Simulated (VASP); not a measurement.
# Zn (P6_3/mmc) in VASP: density of states with PBE

Aim: the density of states of Zn with PBE.

Everything below comes from runs of VASP 6.6.1. Logs are shortened: lines on timing, memory, paths and dates and some standing lists are left out, and cuts for length are marked.

## 1. The cell of the first run

The structure is hexagonal, space group P6_3/mmc (No. 194). Conventional cell: a = 2.633 Å, b = 2.633 Å, c = 5.112 Å, α = 90.00°, β = 90.00°, γ = 120.00°. Zn (site symmetry -6m2) has 12 Zn at 2.63 to 2.97 Å within 3.5 Å.

## 2. Density of states, PBE

Input file POSCAR:

```
Zn
1.0
    2.6325115351      0.0000000000      0.0000000000
   -1.3162557675      2.2798218651      0.0000000000
    0.0000000000      0.0000000000      5.1120046301
Zn
2
Direct
    0.3333333333      0.6666666667      0.7500000000
    0.6666666667      0.3333333333      0.2500000000
```

Input file INCAR.step1:

```
PREC     = Accurate       # precision mode
ENCUT    = 520            # plane-wave cutoff, eV
EDIFF    = 1E-6           # SCF threshold, eV
ISMEAR   = 0              # smearing method
SIGMA    = 0.05           # smearing width, eV
LREAL    = False          # projectors in reciprocal space
LASPH    = True           # aspherical terms in the spheres
NELM     = 100            # most SCF steps
ALGO     = Normal         # electronic algorithm
ISIF     = 2              # what is computed and relaxed
LWAVE    = False          # write WAVECAR
LCHARG   = True           # write CHGCAR
GGA      = PE             # functional
NBANDS   = 19             # bands
```

Input file KPOINTS.step1:

```
Automatic mesh
0
Gamma
  18 18 8
```

Input file INCAR.step2:

```
PREC     = Accurate       # precision mode
ENCUT    = 520            # plane-wave cutoff, eV
EDIFF    = 1E-6           # SCF threshold, eV
ISMEAR   = -5             # smearing method
SIGMA    = 0.05           # smearing width, eV
LREAL    = False          # projectors in reciprocal space
LASPH    = True           # aspherical terms in the spheres
NELM     = 100            # most SCF steps
ALGO     = Normal         # electronic algorithm
ISIF     = 2              # what is computed and relaxed
LWAVE    = False          # write WAVECAR
LCHARG   = False          # write CHGCAR
GGA      = PE             # functional
LORBIT   = 11             # projections on sites
NBANDS   = 19             # bands
NEDOS    = 2001           # points of the DOS
ICHARG   = 11             # starting density
```

Input file KPOINTS.step2:

```
Automatic mesh
0
Gamma
  27 27 12
```

Potentials or basis: VASP PAW PBE potentials, release 64 (Zn).

Launch:

```bash
$ cat potpaw_PBE.64/Zn/POTCAR > POTCAR
$ cp INCAR.step1 INCAR
$ cp KPOINTS.step1 KPOINTS
$ mpirun -np 1 vasp_std > vasp.out
$ cp INCAR.step2 INCAR
$ cp KPOINTS.step2 KPOINTS
$ mpirun -np 1 vasp_std > vasp.out
```

OUTCAR:

```text
PREC = Accurate
   ENCUT = 520
   EDIFF = 1E-6
   ISMEAR = -5
   LREAL = False
   LASPH = True
   NELM = 100
   ISIF = 2
   GGA = PE
   LORBIT = 11
   ICHARG = 11

 ion  position               nearest neighbor table
   1  0.333  0.667  0.750-   2 2.97   2 2.97   2 2.97   2 2.97   2 2.97   2 2.97
   2  0.667  0.333  0.250-   1 2.97   1 2.97   1 2.97   1 2.97   1 2.97   1 2.97

  LATTYP: Found a hexagonal cell.
 ALAT       =     2.6325115351
 C/A-ratio  =     1.9418735918

  Lattice vectors:

 A1 = (   2.6325115351,   0.0000000000,   0.0000000000)
 A2 = (  -1.3162557675,   2.2798218651,   0.0000000000)
 A3 = (   0.0000000000,   0.0000000000,   5.1120046301)

Analysis of symmetry for initial positions (statically):
=====================================================================
 Subroutine PRICEL returns:
 Original cell was already a primitive cell.

 Routine SETGRP: Setting up the symmetry group for a
 hexagonal supercell.

 Subroutine GETGRP returns: Found 24 space group operations
 (whereof 12 operations were pure point group operations)
 out of a pool of 24 trial point group operations.

The static configuration has the point symmetry D_3d.
 The point group associated with its full space group is D_6h.

Analysis of symmetry for dynamics (positions and initial velocities):
=====================================================================
 Subroutine PRICEL returns:
 Original cell was already a primitive cell.

 Routine SETGRP: Setting up the symmetry group for a
 hexagonal supercell.

 Subroutine GETGRP returns: Found 24 space group operations
 (whereof 12 operations were pure point group operations)
 out of a pool of 24 trial point group operations.

The dynamic configuration has the point symmetry D_3d.
 The point group associated with its full space group is D_6h.

 Subroutine INISYM returns: Found 24 space group operations
 (whereof 12 operations are pure point group operations),
 and found     1 'primitive' translations

----------------------------------------------------------------------------------------

                                     Primitive cell

  volume of cell :      30.6805

  direct lattice vectors                    reciprocal lattice vectors
     2.632511535  0.000000000  0.000000000     0.379865382  0.219315381  0.000000000
    -1.316255767  2.279821865  0.000000000     0.000000000  0.438630761  0.000000000
     0.000000000  0.000000000  5.112004630     0.000000000  0.000000000  0.195617976

  length of vectors
     2.632511535  2.632511535  5.112004630     0.438630761  0.438630761  0.195617976

  position of ions in fractional coordinates (direct lattice)
     0.333333333  0.666666667  0.750000000
     0.666666667  0.333333333  0.250000000

  ion indices of the primitive-cell ions
   primitive index   ion index
                 1           1
                 2           2

----------------------------------------------------------------------------------------

 KPOINTS: Automatic mesh

Automatic generation of k-mesh.
 Grid dimensions read from file:
 generate k-points for:   27   27   12

 Generating k-lattice:

  Cartesian coordinates                     Fractional coordinates (reciprocal lattice)
     0.014069088  0.008122792  0.000000000     0.037037037  0.000000000  0.000000000
     0.000000000  0.016245584  0.000000000     0.000000000  0.037037037  0.000000000
     0.000000000  0.000000000  0.016301498     0.000000000  0.000000000  0.083333333

  Length of vectors
     0.016245584  0.016245584  0.016301498

  Shift w.r.t. Gamma in fractional coordinates (k-lattice)
     0.000000000  0.000000000  0.000000000

 TETIRR: Found   8868 inequivalent tetrahedra from    52488

 Subroutine IBZKPT returns following result:
 ===========================================

 Found    525 irreducible k-points:

 Following reciprocal coordinates:
            Coordinates               Weight
  0.000000  0.000000  0.000000      1.000000
  0.037037  0.000000  0.000000      6.000000
  0.074074  0.000000  0.000000      6.000000
  0.111111  0.000000  0.000000      6.000000
  0.148148 -0.000000  0.000000      6.000000
  0.185185 -0.000000  0.000000      6.000000
[... 16 lines left out ...]
  0.333333  0.037037  0.000000     12.000000
  0.370370  0.037037  0.000000     12.000000
 [... further k-points ...]
   k-points           NKPTS =    525   k-points in BZ     NKDIM =    525   number of bands    NBANDS=     19
   number of dos      NEDOS =   2001   number of ions     NIONS =      2
   total plane-waves  NPLWV =  16000
   dimension x,y,z NGX =    20 NGY =   20 NGZ =   40
   dimension x,y,z NGXF=    40 NGYF=   40 NGZF=   80
   ions per type =               2
   NGX,Y,Z   is equivalent  to a cutoff of  12.63, 12.63, 13.01 a.u.
   NGXF,Y,Z  is equivalent  to a cutoff of  25.26, 25.26, 26.02 a.u.
 SYSTEM =  unknown system
   PREC   = accura    normal or accurate (medium, high low for compatibility)
   ISTART =      0    job   : 0-new  1-cont  2-samecut
   ICHARG =     11    charge: 1-file 2-atom 10-const
   ISPIN  =      1    spin polarized calculation?
   LNONCOLLINEAR =      F non collinear calculations
   LSORBIT =      F    spin-orbit coupling
   LASPH  =      T    aspherical Exc in radial PAW
   ENCUT  =  520.0 eV  38.22 Ry    6.18 a.u.   4.89  4.89  9.50*2*pi/ulx,y,z
   NELM   =    100;   NELMIN=  2; NELMDL=  0     # of ELM steps
   EDIFF  = 0.1E-05   stopping-criterion for ELM
   LREAL  =      F    real-space projection
   EDIFFG = 0.1E-04   stopping-criterion for IOM
   NSW    =      0    number of steps for IOM
   IBRION =     -1    ionic relax: 0-MD 1-quasi-New 2-CG
   NFREE  =      0    steps in history (QN), initial steepest desc. (CG)
   ISIF   =      2    stress and relaxation
   ISYM   =      2    0-nonsym 1-usesym 2-fastsym
   POTIM  = 0.5000    time-step for ionic-motion
   TEBEG  =    0.0;   TEEND  =   0.0 temperature during run
   PSTRESS=    0.0 pullay stress
   NELECT =      24.0000    total number of electrons
   NUPDOWN=      -1.0000    fix difference up-down
   EMIN   =  10.00;   EMAX   =-10.00  energy-range for DOS
   EFERMI =   0.00;   METHOD = LEGACY
   ISMEAR =    -5;   SIGMA  =   0.05  broadening in eV -4-tet -1-fermi 0-gaus
   EFERMI_NEDOS =   21; number of points for ismear=-14 and -15
   IALGO  =     38    algorithm
   IMIX   =      4    mixing-type and parameters
     AMIX     =   0.40;   BMIX     =  1.00
     AMIX_MAG =   1.60;   BMIX_MAG =  1.00
  volume/ion in A,a.u.               =      15.34       103.52
  Fermi-wavevector in a.u.,A,eV,Ry     =   1.508427  2.850515 30.958063  2.275353
  Thomas-Fermi vector in A             =   2.618883
   LORBIT       =     11    0 simple, 1 ext, 2 COOP (PROOUT), +10 PAW based schemes
   GGA     = PE    functional components
   LHFCALC =     F    Hartree Fock is set to
   AEXX    =    0.0000 exact exchange contribution
   IVDW    =     0    specifies the selected vdW correction
   LEPSILON=     F    determine dielectric tensor
   LRPA    =     F    only Hartree local field effects (RPA)
 non-spin polarized calculation
 Fermi weights with tetrahedron method with Bloechl corrections
  energy-cutoff  :      520.00
  volume of cell :       30.68
 maximum number of plane-waves:       849
 NGX is ok and might be reduce to    20

 number of electron      23.9999998 magnetization

 Free energy of the ion-electron system (eV)
  ---------------------------------------------------
  ext. energy  EPLUGINS =         0.00000000
  ---------------------------------------------------
  free energy    TOTEN  =        -2.21435500 eV

  energy without entropy =       -2.21435500  energy(sigma->0) =       -2.21435500

 E-fermi :   2.9747     XC(G=0): -11.4950

 val. band max:        3.0418975598   @ k =   0.3333   0.1111   0.0000
 cond. band min:       2.9840020657   @ k =   0.3704   0.2593   0.3333
 fundamental gap:     -0.0578954941
 Fermi energy:         2.9746799248

 k-point     1 :       0.0000    0.0000    0.0000
  band No.  band energies     occupation
      1      -7.3029      2.00000
      2      -5.6327      2.00000
      3      -4.9186      2.00000
      4      -4.6459      2.00000
      5      -4.6459      2.00000
      6      -4.6068      2.00000
[... 11 lines left out ...]
     18      22.8015      0.00000
     19      22.8438      0.00000

 k-point     2 :       0.0370    0.0000    0.0000
  band No.  band energies     occupation
      1      -7.2609      2.00000
      2      -5.6126      2.00000
      3      -4.9132      2.00000
      4      -4.6511      2.00000
      5      -4.6358      2.00000
      6      -4.6120      2.00000
[... 11 lines left out ...]
     18      22.0468      0.00000
     19      23.3493      0.00000

 k-point     3 :       0.0741    0.0000    0.0000
  band No.  band energies     occupation
      1      -7.1353      2.00000
      2      -5.5544      2.00000
      3      -4.8981      2.00000
      4      -4.6653      2.00000
      5      -4.6258      2.00000
      6      -4.6058      2.00000
[... 11 lines left out ...]
     18      21.4994      0.00000
     19      23.5647      0.00000

 k-point     4 :       0.1111    0.0000    0.0000
  band No.  band energies     occupation
      1      -6.9286      2.00000
      2      -5.4656      2.00000
      3      -4.8765      2.00000
      4      -4.6849      2.00000
      5      -4.6424      2.00000
      6      -4.5572      2.00000
[... 407 lines left out ...]
     18      18.8716      0.00000
     19      19.0760      0.00000

 k-point    23 :       0.3333    0.0370    0.0000
  band No.  band energies     occupation
      1      -5.3243      2.00000
      2      -5.2444      2.00000
      3      -4.9897      2.00000
      4      -4.5958      2.00000
      5      -4.5871      2.00000
      6      -4.4022      2.00000
[... 11 lines left out ...]
     18      18.8325      0.00000
     19      18.9688      0.00000

 k-point    24 :       0.3704    0.0370    0.0000
  band No.  band energies     occupation
      1      -5.3462      2.00000
      2      -5.2724      2.00000
      3      -5.0449      2.00000
      4      -4.6356      2.00000
      5      -4.5351      2.00000
      6      -4.4210      2.00000
[... 11 lines left out ...]
     18      18.5624      0.00000
     19      18.7055      0.00000

 [... further k-points ...]
[... 5 lines left out ...]
  --------------------------------------------------------------------------------------
  -------------------------------------------------------------------------------------
  Total        0.1150955      0.1150955      0.0239260      0.0000000     -0.0000000      0.0000000
  in kB        6.0104417      6.0104417      1.2494487      0.0000000     -0.0000000      0.0000000
  external PRESSURE =       4.4234440 kB  Pullay stress =       0.0000000 kB

 VOLUME and BASIS-vectors are now :
 -----------------------------------------------------------------------------
  energy-cutoff  :      520.00
  volume of cell :       30.68
      direct lattice vectors                 reciprocal lattice vectors
     2.632511535  0.000000000  0.000000000     0.379865382  0.219315381  0.000000000
    -1.316255767  2.279821865  0.000000000     0.000000000  0.438630761  0.000000000
     0.000000000  0.000000000  5.112004630     0.000000000  0.000000000  0.195617976

 POSITION                                       TOTAL-FORCE (eV/Angst)
 -----------------------------------------------------------------------------------
     -0.00000      1.51988      3.83400        -0.000000      0.000000     -0.000000
      1.31626      0.75994      1.27800         0.000000      0.000000      0.000000
 -----------------------------------------------------------------------------------
    total drift:                               -0.000000      0.000000      0.000000

  FREE ENERGIE OF THE ION-ELECTRON SYSTEM (eV)
  ---------------------------------------------------
  free  energy   TOTEN  =        -2.2143549951 eV

  energy  without entropy=       -2.2143549951  energy(sigma->0) =       -2.21435500

 total charge

# of ion       s       p       d       tot
------------------------------------------
    1        0.599   0.449   9.720  10.767
    2        0.599   0.449   9.720  10.767
--------------------------------------------------
tot          1.198   0.898  19.439  21.535
```

It took 2.8 min on 1 thread of Intel Xeon Platinum 8259CL at 2.50GHz (Skylake/Cascade Lake), shared host; peak memory 0.35 GiB.

Results:

- Valence electrons inside the program's atomic spheres: Zn 10.77

Levels at points of the mesh, in eV from the Fermi level:
```
           k point  band 8  band 9  band 10  band 11  band 12  band 13  band 14  band 15  band 16  band 17
(0.00, 0.00, 0.00)   -7.19   -7.19    -7.03    -7.03    -3.70    -3.47    12.16    16.00    18.32    18.32
(0.00, 0.00, 0.50)   -7.56   -7.10    -7.10    -7.10    -7.10     3.82     3.82    19.51    19.51    19.51
```

Caveat: tetrahedron occupations give inexact forces and stress in metals.
